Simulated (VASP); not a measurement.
# Sn (Fd-3m) in VASP: single point with PBEsol

Aim: the single point of Sn with PBEsol.

All numbers are computed with VASP 6.6.1; they aren't measurements. Logs are shortened: lines on timing, memory, paths and dates and some standing lists are left out, and cuts for length are marked.

**1. The cell of the first run**

Symmetry: Fd-3m, No. 227, cubic system. Conventional cell: a = 6.542 Å, b = 6.542 Å, c = 6.542 Å, α = 90.00°, β = 90.00°, γ = 90.00°. Sn (site symmetry -43m) has 4 Sn at 2.83 Å within 3.7 Å.

This isn't the form of Sn at room conditions, which is tetragonal (white tin).

**2. Single point, PBEsol**

Input file INCAR:

```
SYSTEM = Sn
PREC = Accurate
ENCUT = 520
EDIFF = 1E-7
ISMEAR = -1
SIGMA = 0.05
LREAL = .FALSE.
LASPH = .TRUE.
NELM = 100
ALGO = Normal
ISIF = 2
LWAVE = .FALSE.
LCHARG = .FALSE.
GGA = PS
NBANDS = 21
```

Input file KPOINTS:

```
Automatic mesh
0
G
  8 8 8
  0 0 0
```

Input file POSCAR:

```
Sn
1.0
    0.0000000000      3.2710663102      3.2710663102
    3.2710663102      0.0000000000      3.2710663102
    3.2710663102      3.2710663102      0.0000000000
Sn
2
Direct
   -0.1250000000     -0.1250000000     -0.1250000000
    0.1250000000      0.1250000000      0.1250000000
```

Potentials or basis: VASP PAW PBE potentials, release 64 (Sn_d).

Launch:

```console
$ cat potpaw_PBE.64/Sn_d/POTCAR > POTCAR
$ mpirun -np 1 vasp_std > vasp.out
```

OUTCAR:

```text
SYSTEM = Sn
   PREC = Accurate
   ENCUT = 520
   EDIFF = 1E-7
   ISMEAR = -1
   LREAL = .FALSE.
   LASPH = .TRUE.
   NELM = 100
   ISIF = 2
   GGA = PS

 ion  position               nearest neighbor table
   1  0.875  0.875  0.875-   2 2.83   2 2.83   2 2.83   2 2.83
   2  0.125  0.125  0.125-   1 2.83   1 2.83   1 2.83   1 2.83

  LATTYP: Found a face centered cubic cell.
 ALAT       =     6.5421326204

  Lattice vectors:

 A1 = (   0.0000000000,   3.2710663102,   3.2710663102)
 A2 = (   3.2710663102,   0.0000000000,   3.2710663102)
 A3 = (   3.2710663102,   3.2710663102,   0.0000000000)

Analysis of symmetry for initial positions (statically):
=====================================================================
 Subroutine PRICEL returns:
 Original cell was already a primitive cell.

 Routine SETGRP: Setting up the symmetry group for a
 face centered cubic supercell.

 Subroutine GETGRP returns: Found 48 space group operations
 (whereof 12 operations were pure point group operations)
 out of a pool of 48 trial point group operations.

The static configuration has the point symmetry D_3d.
 The point group associated with its full space group is O_h .

Analysis of symmetry for dynamics (positions and initial velocities):
=====================================================================
 Subroutine PRICEL returns:
 Original cell was already a primitive cell.

 Routine SETGRP: Setting up the symmetry group for a
 face centered cubic supercell.

 Subroutine GETGRP returns: Found 48 space group operations
 (whereof 12 operations were pure point group operations)
 out of a pool of 48 trial point group operations.

The dynamic configuration has the point symmetry D_3d.
 The point group associated with its full space group is O_h .

 Subroutine INISYM returns: Found 48 space group operations
 (whereof 12 operations are pure point group operations),
 and found     1 'primitive' translations

----------------------------------------------------------------------------------------

                                     Primitive cell

  volume of cell :      70.0000

  direct lattice vectors                    reciprocal lattice vectors
     0.000000000  3.271066310  3.271066310    -0.152855354  0.152855354  0.152855354
     3.271066310  0.000000000  3.271066310     0.152855354 -0.152855354  0.152855354
     3.271066310  3.271066310  0.000000000     0.152855354  0.152855354 -0.152855354

  length of vectors
     4.625986339  4.625986339  4.625986339     0.264753240  0.264753240  0.264753240

  position of ions in fractional coordinates (direct lattice)
     0.875000000  0.875000000  0.875000000
     0.125000000  0.125000000  0.125000000

  ion indices of the primitive-cell ions
   primitive index   ion index
                 1           1
                 2           2

----------------------------------------------------------------------------------------

 KPOINTS: Automatic mesh

Automatic generation of k-mesh.
 Grid dimensions read from file:
 generate k-points for:    8    8    8

 Generating k-lattice:

  Cartesian coordinates                     Fractional coordinates (reciprocal lattice)
    -0.019106919  0.019106919  0.019106919     0.125000000  0.000000000  0.000000000
     0.019106919 -0.019106919  0.019106919     0.000000000  0.125000000  0.000000000
     0.019106919  0.019106919 -0.019106919     0.000000000  0.000000000  0.125000000

  Length of vectors
     0.033094155  0.033094155  0.033094155

  Shift w.r.t. Gamma in fractional coordinates (k-lattice)
     0.000000000  0.000000000  0.000000000

 Subroutine IBZKPT returns following result:
 ===========================================

 Found     29 irreducible k-points:

 Following reciprocal coordinates:
            Coordinates               Weight
  0.000000  0.000000  0.000000      1.000000
  0.125000  0.000000  0.000000      8.000000
  0.250000  0.000000  0.000000      8.000000
  0.375000  0.000000  0.000000      8.000000
  0.500000  0.000000  0.000000      4.000000
  0.125000  0.125000  0.000000      6.000000
[... 16 lines left out ...]
  0.500000  0.250000  0.125000     48.000000
 -0.375000  0.250000  0.125000     24.000000
 [... further k-points ...]
   k-points           NKPTS =     29   k-points in BZ     NKDIM =     29   number of bands    NBANDS=     21
   number of dos      NEDOS =    301   number of ions     NIONS =      2
   total plane-waves  NPLWV =  46656
   dimension x,y,z NGX =    36 NGY =   36 NGZ =   36
   dimension x,y,z NGXF=    72 NGYF=   72 NGZF=   72
   ions per type =               2
   NGX,Y,Z   is equivalent  to a cutoff of  12.94, 12.94, 12.94 a.u.
   NGXF,Y,Z  is equivalent  to a cutoff of  25.87, 25.87, 25.87 a.u.
 SYSTEM =  Sn
   PREC   = accura    normal or accurate (medium, high low for compatibility)
   ISTART =      0    job   : 0-new  1-cont  2-samecut
   ICHARG =      2    charge: 1-file 2-atom 10-const
   ISPIN  =      1    spin polarized calculation?
   LNONCOLLINEAR =      F non collinear calculations
   LSORBIT =      F    spin-orbit coupling
   LASPH  =      T    aspherical Exc in radial PAW
   ENCUT  =  520.0 eV  38.22 Ry    6.18 a.u.   8.60  8.60  8.60*2*pi/ulx,y,z
   NELM   =    100;   NELMIN=  2; NELMDL= -5     # of ELM steps
   EDIFF  = 0.1E-06   stopping-criterion for ELM
   LREAL  =      F    real-space projection
   EDIFFG = 0.1E-05   stopping-criterion for IOM
   NSW    =      0    number of steps for IOM
   IBRION =     -1    ionic relax: 0-MD 1-quasi-New 2-CG
   NFREE  =      0    steps in history (QN), initial steepest desc. (CG)
   ISIF   =      2    stress and relaxation
   ISYM   =      2    0-nonsym 1-usesym 2-fastsym
   POTIM  = 0.5000    time-step for ionic-motion
   TEBEG  =    0.0;   TEEND  =   0.0 temperature during run
   PSTRESS=    0.0 pullay stress
   NELECT =      28.0000    total number of electrons
   NUPDOWN=      -1.0000    fix difference up-down
   EMIN   =  10.00;   EMAX   =-10.00  energy-range for DOS
   EFERMI =   0.00;   METHOD = LEGACY
   ISMEAR =    -1;   SIGMA  =   0.05  broadening in eV -4-tet -1-fermi 0-gaus
   EFERMI_NEDOS =   21; number of points for ismear=-14 and -15
   IALGO  =     38    algorithm
   IMIX   =      4    mixing-type and parameters
     AMIX     =   0.40;   BMIX     =  1.00
     AMIX_MAG =   1.60;   BMIX_MAG =  1.00
  volume/ion in A,a.u.               =      35.00       236.19
  Fermi-wavevector in a.u.,A,eV,Ry     =   1.206225  2.279434 19.796173  1.454978
  Thomas-Fermi vector in A             =   2.341898
   LORBIT       =      0    0 simple, 1 ext, 2 COOP (PROOUT), +10 PAW based schemes
   GGA     = PS    functional components
   LHFCALC =     F    Hartree Fock is set to
   AEXX    =    0.0000 exact exchange contribution
   IVDW    =     0    specifies the selected vdW correction
   LEPSILON=     F    determine dielectric tensor
   LRPA    =     F    only Hartree local field effects (RPA)
 non-spin polarized calculation
  energy-cutoff  :      520.00
  volume of cell :       70.00
 maximum number of plane-waves:      1902
 NGX is ok and might be reduce to    36
   NGX = 17   NGY = 17   NGZ = 17

 number of electron      27.9999986 magnetization

 Free energy of the ion-electron system (eV)
  ---------------------------------------------------
  ext. energy  EPLUGINS =         0.00000000
  ---------------------------------------------------
  free energy    TOTEN  =        -8.45758423 eV

  energy without entropy =       -8.45475815  energy(sigma->0) =       -8.45617119

 E-fermi :   5.1554     XC(G=0):  -8.9595

 val. band max:        5.1287436359   @ k =   0.5000   0.0000   0.0000
 cond. band min:       5.2270188633   @ k =   0.3750   0.0000   0.0000
 fundamental gap:      0.0982752274
 Fermi energy:         5.1554386283

 k-point     1 :       0.0000    0.0000    0.0000
  band No.  band energies     occupation
      1     -16.3148      2.00000
      2     -16.3148      2.00000
      3     -16.3148      2.00000
      4     -16.2577      2.00000
      5     -16.2577      2.00000
      6     -15.9654      2.00000
[... 13 lines left out ...]
     20      13.1487      0.00000
     21      13.1487      0.00000

 k-point     2 :       0.1250    0.0000    0.0000
  band No.  band energies     occupation
      1     -16.3249      2.00000
      2     -16.3249      2.00000
      3     -16.3112      2.00000
      4     -16.2435      2.00000
      5     -16.2435      2.00000
      6     -15.9871      2.00000
[... 13 lines left out ...]
     20      12.2722      0.00000
     21      12.2722      0.00000

 k-point     3 :       0.2500    0.0000    0.0000
  band No.  band energies     occupation
      1     -16.3389      2.00000
      2     -16.3389      2.00000
      3     -16.3023      2.00000
      4     -16.2204      2.00000
      5     -16.2204      2.00000
      6     -16.0081      2.00000
[... 13 lines left out ...]
     20      12.0582      0.00000
     21      12.0582      0.00000

 k-point     4 :       0.3750    0.0000    0.0000
  band No.  band energies     occupation
      1     -16.3468      2.00000
      2     -16.3468      2.00000
      3     -16.2930      2.00000
      4     -16.2052      2.00000
      5     -16.2052      2.00000
      6     -16.0201      2.00000
[... 13 lines left out ...]
     20      12.8626      0.00000
     21      12.8626      0.00000

 k-point     5 :       0.5000    0.0000    0.0000
  band No.  band energies     occupation
      1     -16.3491      2.00000
      2     -16.3491      2.00000
      3     -16.2889      2.00000
      4     -16.2005      2.00000
      5     -16.2005      2.00000
      6     -16.0233      2.00000
[... 13 lines left out ...]
     20      13.8732      0.00000
     21      13.9157      0.00000
[... 382 lines left out ...]
     20      14.2921      0.00000
     21      15.5194      0.00000

 k-point    22 :       0.3750    0.2500    0.1250
  band No.  band energies     occupation
      1     -16.3525      2.00000
      2     -16.3513      2.00000
      3     -16.2894      2.00000
      4     -16.2097      2.00000
      5     -16.1735      2.00000
      6     -16.0743      2.00000
[... 13 lines left out ...]
     20      13.0578      0.00000
     21      13.4455      0.00000

 k-point    23 :       0.5000    0.2500    0.1250
  band No.  band energies     occupation
      1     -16.3700      2.00000
      2     -16.3592      2.00000
      3     -16.2593      2.00000
      4     -16.1891      2.00000
      5     -16.1558      2.00000
      6     -16.0876      2.00000
[... 13 lines left out ...]
     20      12.8858      0.00000
     21      14.1290      0.00000

 k-point    24 :      -0.3750    0.2500    0.1250
  band No.  band energies     occupation
      1     -16.3771      2.00000
      2     -16.3614      2.00000
      3     -16.2453      2.00000
      4     -16.1739      2.00000
      5     -16.1573      2.00000
      6     -16.0821      2.00000
[... 13 lines left out ...]
     20      13.6604      0.00000
     21      14.1696      0.00000

 [... further k-points ...]
[... 5 lines left out ...]
  --------------------------------------------------------------------------------------
  -------------------------------------------------------------------------------------
  Total       -0.0404416     -0.0404416     -0.0404416     -0.0000000     -0.0000000     -0.0000000
  in kB       -0.9256364     -0.9256364     -0.9256364     -0.0000000     -0.0000000     -0.0000000
  external PRESSURE =      -0.9256364 kB  Pullay stress =       0.0000000 kB

 VOLUME and BASIS-vectors are now :
 -----------------------------------------------------------------------------
  energy-cutoff  :      520.00
  volume of cell :       70.00
      direct lattice vectors                 reciprocal lattice vectors
     0.000000000  3.271066310  3.271066310    -0.152855354  0.152855354  0.152855354
     3.271066310  0.000000000  3.271066310     0.152855354 -0.152855354  0.152855354
     3.271066310  3.271066310  0.000000000     0.152855354  0.152855354 -0.152855354

 POSITION                                       TOTAL-FORCE (eV/Angst)
 -----------------------------------------------------------------------------------
      5.72437      5.72437      5.72437        -0.000000     -0.000000     -0.000000
      0.81777      0.81777      0.81777         0.000000      0.000000      0.000000
 -----------------------------------------------------------------------------------
    total drift:                                0.000000      0.000000      0.000000

  FREE ENERGIE OF THE ION-ELECTRON SYSTEM (eV)
  ---------------------------------------------------
  free  energy   TOTEN  =        -8.4575842338 eV

  energy  without entropy=       -8.4547581466  energy(sigma->0) =       -8.45617119
```

It took 61 s on 1 thread of Intel Xeon 8259CL, shared host; peak memory 0.21 GiB.

Results:

```yaml
Free_energy: -8.4576 eV
Pressure: -0.1 GPa
Band_gap_on_the_k_mesh: zero (bands 14 and 15 overlap by 0.20 eV)
```

Caveat: the PAW data sets were made with another functional, which shifts forces and pressure a little; spin-orbit coupling is left out, which moves the levels of the heavy elements.
